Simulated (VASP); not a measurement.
# Ru in VASP: notebook

The runs below take Ru through relaxation of the atoms, single point, with PBE.

All numbers are computed with VASP 6.6.1; they aren't measurements. Logs are shortened: lines on timing, memory, paths and dates and some standing lists are left out, and cuts for length are marked.

**1. The cell of the first run**

The cell holds a slab with vacuum, 3 atoms: a = 2.721 Å, b = 2.721 Å, c = 20.296 Å, α = 90.00°, β = 90.00°, γ = 120.00°.

**2. Relaxation of the atoms, PBE**

File INCAR:

```
ALGO = Normal
DIPOL = 0.5 0.5 0.500
EDIFF = 1E-6
EDIFFG = -0.01
ENCUT = 520
GGA = PE
IBRION = 2
IDIPOL = 3
ISIF = 2
ISMEAR = -1
LASPH = True
LCHARG = False
LDIPOL = True
LREAL = False
LWAVE = False
NELM = 80
NSW = 32
PREC = Accurate
SIGMA = 0.08
```

File KPOINTS:

```
k-points
0
Gamma
  14 14 1
```

File POSCAR:

```
Ru
1.0
    2.7207384563      0.0000000000      0.0000000000
   -1.3603692282      2.3562286202      0.0000000000
    0.0000000000      0.0000000000     20.2961000000
Ru
3
Direct
    0.0000000000      0.0000000000      0.3980803413
    0.3333333333      0.6666666667      0.4999999983
    0.0000000000      0.0000000000      0.6019196604
```

Potentials or basis: VASP PAW PBE potentials, release 64 (Ru_pv).

Started as:

```
> cat potpaw_PBE.64/Ru_pv/POTCAR > POTCAR
> mpirun -np 1 vasp_std > vasp.out
```

OUTCAR:

```text
EDIFF = 1E-6
   EDIFFG = -0.01
   ENCUT = 520
   GGA = PE
   IBRION = 2
   ISIF = 2
   ISMEAR = -1
   LASPH = True
   LREAL = False
   NELM = 80
   NSW = 32
   PREC = Accurate

 ion  position               nearest neighbor table
   1  0.000  0.000  0.398-   2 2.60   2 2.60   2 2.60
   2  0.333  0.667  0.500-   1 2.60   1 2.60   1 2.60   3 2.60   3 2.60   3 2.60
   3  0.000  0.000  0.602-   2 2.60   2 2.60   2 2.60

  LATTYP: Found a hexagonal cell.
 ALAT       =     2.7207384563
 C/A-ratio  =     7.4597762063

  Lattice vectors:

 A1 = (   2.7207384563,   0.0000000000,   0.0000000000)
 A2 = (  -1.3603692282,   2.3562286202,   0.0000000000)
 A3 = (   0.0000000000,   0.0000000000,  20.2961000000)

Analysis of symmetry for initial positions (statically):
=====================================================================
 Subroutine PRICEL returns:
 Original cell was already a primitive cell.

 Routine SETGRP: Setting up the symmetry group for a
 hexagonal supercell.

 Subroutine GETGRP returns: Found 12 space group operations
 (whereof 12 operations were pure point group operations)
 out of a pool of 24 trial point group operations.

The static configuration has the point symmetry D_3h.

Analysis of symmetry for dynamics (positions and initial velocities):
=====================================================================
 Subroutine PRICEL returns:
 Original cell was already a primitive cell.

 Routine SETGRP: Setting up the symmetry group for a
 hexagonal supercell.

 Subroutine GETGRP returns: Found 12 space group operations
 (whereof 12 operations were pure point group operations)
 out of a pool of 24 trial point group operations.

The dynamic configuration has the point symmetry D_3h.

 Subroutine INISYM returns: Found 12 space group operations
 (whereof 12 operations are pure point group operations),
 and found     1 'primitive' translations

----------------------------------------------------------------------------------------

                                     Primitive cell

  volume of cell :     130.1118

  direct lattice vectors                    reciprocal lattice vectors
     2.720738456  0.000000000  0.000000000     0.367547273  0.212203517  0.000000000
    -1.360369228  2.356228620  0.000000000     0.000000000  0.424407034  0.000000000
     0.000000000  0.000000000 20.296100000     0.000000000  0.000000000  0.049270550

  length of vectors
     2.720738456  2.720738456 20.296100000     0.424407034  0.424407034  0.049270550

  position of ions in fractional coordinates (direct lattice)
     0.000000000  0.000000000  0.398080341
     0.333333333  0.666666667  0.499999998
     0.000000000  0.000000000  0.601919660

  ion indices of the primitive-cell ions
   primitive index   ion index
                 1           1
                 2           2
                 3           3

----------------------------------------------------------------------------------------

 KPOINTS: k-points

Automatic generation of k-mesh.
 Grid dimensions read from file:
 generate k-points for:   14   14    1

 Generating k-lattice:

  Cartesian coordinates                     Fractional coordinates (reciprocal lattice)
     0.026253377  0.015157394  0.000000000     0.071428571  0.000000000  0.000000000
     0.000000000  0.030314788  0.000000000     0.000000000  0.071428571  0.000000000
     0.000000000  0.000000000  0.049270550     0.000000000  0.000000000  1.000000000

  Length of vectors
     0.030314788  0.030314788  0.049270550

  Shift w.r.t. Gamma in fractional coordinates (k-lattice)
[... 55 lines left out ...]
   IBRION =      2    ionic relax: 0-MD 1-quasi-New 2-CG
   NFREE  =      1    steps in history (QN), initial steepest desc. (CG)
   ISIF   =      2    stress and relaxation
   ISYM   =      2    0-nonsym 1-usesym 2-fastsym
   POTIM  = 0.5000    time-step for ionic-motion
   TEBEG  =    0.0;   TEEND  =   0.0 temperature during run
   PSTRESS=    0.0 pullay stress
   NELECT =      42.0000    total number of electrons
   NUPDOWN=      -1.0000    fix difference up-down
   EMIN   =  10.00;   EMAX   =-10.00  energy-range for DOS
   EFERMI =   0.00;   METHOD = LEGACY
   ISMEAR =    -1;   SIGMA  =   0.08  broadening in eV -4-tet -1-fermi 0-gaus
   EFERMI_NEDOS =   21; number of points for ismear=-14 and -15
   IALGO  =     38    algorithm
   IMIX   =      4    mixing-type and parameters
     AMIX     =   0.40;   BMIX     =  1.00
     AMIX_MAG =   1.60;   BMIX_MAG =  1.00
  volume/ion in A,a.u.               =      43.37       292.68
  Fermi-wavevector in a.u.,A,eV,Ry     =   1.123015  2.122191 17.159168  1.261163
  Thomas-Fermi vector in A             =   2.259679
   LORBIT       =      0    0 simple, 1 ext, 2 COOP (PROOUT), +10 PAW based schemes
   GGA     = PE    functional components
   LHFCALC =     F    Hartree Fock is set to
   AEXX    =    0.0000 exact exchange contribution
   IVDW    =     0    specifies the selected vdW correction
   LEPSILON=     F    determine dielectric tensor
   LRPA    =     F    only Hartree local field effects (RPA)
 conjugate gradient relaxation of ions
 non-spin polarized calculation
  energy-cutoff  :      520.00
  volume of cell :      130.11
 maximum number of plane-waves:      3531
   NGX = 11   NGY = 11   NGZ = 75

--------------------------------------- Ionic step        1  -------------------------------------------

 number of electron      41.9999994 magnetization

 Free energy of the ion-electron system (eV)
  ---------------------------------------------------
  ext. energy  EPLUGINS =         0.00000000
  ---------------------------------------------------
  free energy    TOTEN  =       -25.70058487 eV

  energy without entropy =      -25.63684026  energy(sigma->0) =      -25.66871256

------------------------ aborting loop because EDIFF is reached ----------------------------------------

  FORCE on cell =-STRESS in cart. coord.  units (eV):
  Direction    XX          YY          ZZ          XY          YZ          ZX
  --------------------------------------------------------------------------------------
  -------------------------------------------------------------------------------------
  Total       -2.4629518     -2.4629518      0.0121435      0.0000000      0.0000000      0.0000000
  in kB      -30.3284125    -30.3284125      0.1495331      0.0000000      0.0000000      0.0000000
  external PRESSURE =     -20.1690973 kB  Pullay stress =       0.0000000 kB

 VOLUME and BASIS-vectors are now :
 -----------------------------------------------------------------------------
  energy-cutoff  :      520.00
  volume of cell :      130.11
      direct lattice vectors                 reciprocal lattice vectors
     2.720738456  0.000000000  0.000000000     0.367547273  0.212203517  0.000000000
    -1.360369228  2.356228620  0.000000000     0.000000000  0.424407034  0.000000000
     0.000000000  0.000000000 20.296100000     0.000000000  0.000000000  0.049270550

 POSITION                                       TOTAL-FORCE (eV/Angst)
 -----------------------------------------------------------------------------------
      0.00000      0.00000      8.07948         0.000000     -0.000000     -0.011501
     -0.00000      1.57082     10.14805        -0.000000      0.000000      0.000000
      0.00000      0.00000     12.21662        -0.000000      0.000000      0.011501
 -----------------------------------------------------------------------------------
    total drift:                                0.000000     -0.000000      0.000001

  FREE ENERGIE OF THE ION-ELECTRON SYSTEM (eV)
  ---------------------------------------------------
  free  energy   TOTEN  =       -25.7005848664 eV

  energy  without entropy=      -25.6368402580  energy(sigma->0) =      -25.66871256

--------------------------------------- Ionic step        2  -------------------------------------------

 number of electron      41.9999994 magnetization

 dipolmoment           0.000000      0.000000      0.000000 electrons x Angstroem

 Free energy of the ion-electron system (eV)
  ---------------------------------------------------
  ext. energy  EPLUGINS =         0.00000000
  ---------------------------------------------------
  free energy    TOTEN  =       -25.70059341 eV

  energy without entropy =      -25.63680763  energy(sigma->0) =      -25.66870052

 E-fermi :   0.6933     XC(G=0):  -5.4136

 val. band max:        0.6552979935   @ k =   0.1429  -0.0000   0.0000
 cond. band min:       0.7358481097   @ k =   0.2857  -0.0000   0.0000
 fundamental gap:      0.0805501162
 Fermi energy:         0.6933437618

 k-point     1 :       0.0000    0.0000    0.0000
  band No.  band energies     occupation
      1     -42.9946      2.00000
      2     -42.3128      2.00000
      3     -42.3128      2.00000
      4     -42.1176      2.00000
      5     -41.8574      2.00000
      6     -41.6493      2.00000
[... 661 lines left out ...]
     24       1.9536      0.00000
     25       7.5205      0.00000

------------------------ aborting loop because EDIFF is reached ----------------------------------------

 vacuum level on the upper side and lower side of the slab       (xc-potential included)        -0.129        -0.129

  FORCE on cell =-STRESS in cart. coord.  units (eV):
  Direction    XX          YY          ZZ          XY          YZ          ZX
  --------------------------------------------------------------------------------------
  -------------------------------------------------------------------------------------
  Total       -2.4739100     -2.4739100     -0.0143716      0.0000000      0.0000000      0.0000000
  in kB      -30.4633507    -30.4633507     -0.1769693      0.0000000      0.0000000      0.0000000
  external PRESSURE =     -20.3678902 kB  Pullay stress =       0.0000000 kB

 VOLUME and BASIS-vectors are now :
 -----------------------------------------------------------------------------
  energy-cutoff  :      520.00
  volume of cell :      130.11
      direct lattice vectors                 reciprocal lattice vectors
     2.720738456  0.000000000  0.000000000     0.367547273  0.212203517  0.000000000
    -1.360369228  2.356228620  0.000000000     0.000000000  0.424407034  0.000000000
     0.000000000  0.000000000 20.296100000     0.000000000  0.000000000  0.049270550

 POSITION                                       TOTAL-FORCE (eV/Angst)
 -----------------------------------------------------------------------------------
      1.36037      2.35623      8.07892        -0.000000      0.000000     -0.003482
     -0.00000      1.57082     10.14805        -0.000000     -0.000000     -0.000000
      2.72074      0.00000     12.21718         0.000000      0.000000      0.003482
 -----------------------------------------------------------------------------------
    total drift:                                0.000000     -0.000000      0.000001

  FREE ENERGIE OF THE ION-ELECTRON SYSTEM (eV)
  ---------------------------------------------------
  free  energy   TOTEN  =       -25.7005934059 eV

  energy  without entropy=      -25.6368076297  energy(sigma->0) =      -25.66870052

 reached required accuracy - stopping structural energy minimisation

 vacuum level on the upper side and lower side of the slab         5.542         5.542
```

Run time: 1.8 min. Hardware: 1 thread of Intel Xeon Platinum 8488C (Sapphire Rapids), shared host; peak memory 0.27 GiB.

Results:

| Item | Value |
| --- | --- |
| Free energy | -25.7006 eV |
| Energy gained by relaxing | 0.0 meV/atom |
| Ionic steps | 2 |
| Largest force after relaxing | 0.003 eV/Å |
| Band gap on the k mesh | zero (bands 21 and 22 overlap by 2.08 eV) |

Forces on the atoms (eV/Å):
```
Ru   0.000  0.000 -0.003
Ru   0.000  0.000  0.000
Ru   0.000  0.000  0.003
```

Final structure:
```cif
data_structure
_symmetry_space_group_name_H-M 'P 1'
_symmetry_Int_Tables_number 1
_cell_length_a 2.7207
_cell_length_b 2.7207
_cell_length_c 20.2961
_cell_angle_alpha 90.000
_cell_angle_beta 90.000
_cell_angle_gamma 120.000
_cell_volume 130.11
loop_
_atom_site_label
_atom_site_type_symbol
_atom_site_fract_x
_atom_site_fract_y
_atom_site_fract_z
_atom_site_occupancy
Ru1 Ru 0.00000 0.00000 0.39805 1
Ru2 Ru 0.33333 0.66667 0.50000 1
Ru3 Ru 0.00000 0.00000 0.60195 1
```

**3. Single point, PBE**

This run uses another cell than the first one.

File INCAR:

```
SYSTEM = Ru
ALGO     = Normal         ! electronic algorithm
DIPOL    = 0.5 0.5 0.500
EDIFF    = 1E-6           ! SCF threshold, eV
ENCUT    = 520            ! plane-wave cutoff, eV
GGA      = PE             ! functional
IDIPOL   = 3            
ISIF     = 2              ! what is computed and relaxed
ISMEAR   = -1             ! smearing method
LASPH    = .True.         ! aspherical terms in the spheres
LCHARG   = .False.        ! write CHGCAR
LDIPOL   = .True.       
LREAL    = .False.        ! projectors in reciprocal space
LWAVE    = .False.        ! write WAVECAR
NBANDS   = 28             ! bands
NELM     = 80             ! most SCF steps
PREC     = Accurate       ! precision mode
SIGMA    = 0.08           ! smearing width, eV
```

File KPOINTS:

```
k-points
0
Gamma
  14 14 1
  0 0 0
```

File POSCAR:

```
Ru
1.0
    2.7207384563      0.0000000000      0.0000000000
   -1.3603692282      2.3562286202      0.0000000000
    0.0000000000      0.0000000000     13.1371000000
Ru
3
Direct
    0.0000000000      0.0000000000      0.3425397080
    0.3333333333      0.6666666667      0.4999999962
    0.0000000000      0.0000000000      0.6574602920
```

Potentials or basis: VASP PAW PBE potentials, release 64 (Ru_pv).

Started as:

```
> cat potpaw_PBE.64/Ru_pv/POTCAR > POTCAR
> mpirun -np 1 vasp_std > vasp.out
```

Wall time 83 s (1 thread of Intel Xeon 8259CL, shared host); peak memory 0.21 GiB.

The run converged. Its results:

| Item | Value |
| --- | --- |
| Free energy | -25.7041 eV |
| Largest force | 0.011 eV/Å |
| Band gap on the k mesh | zero (bands 21 and 22 overlap by 2.08 eV) |

Forces on the atoms (eV/Å):
```
Ru   0.000  0.000 -0.011
Ru   0.000  0.000  0.000
Ru   0.000  0.000  0.011
```

Levels at points of the mesh, in eV from the Fermi level:
```tsv
k point	band 17	band 18	band 19	band 20	band 21	band 22	band 23	band 24	band 25	band 26
(0.00, 0.00, 0.00)	-2.34	-2.22	-1.83	-1.83	-0.71	-0.71	-0.33	0.65	0.65	1.17
(0.50, 0.00, 0.00)	-1.35	-0.64	-0.08	0.53	1.21	1.24	1.92	1.94	3.04	3.07
```
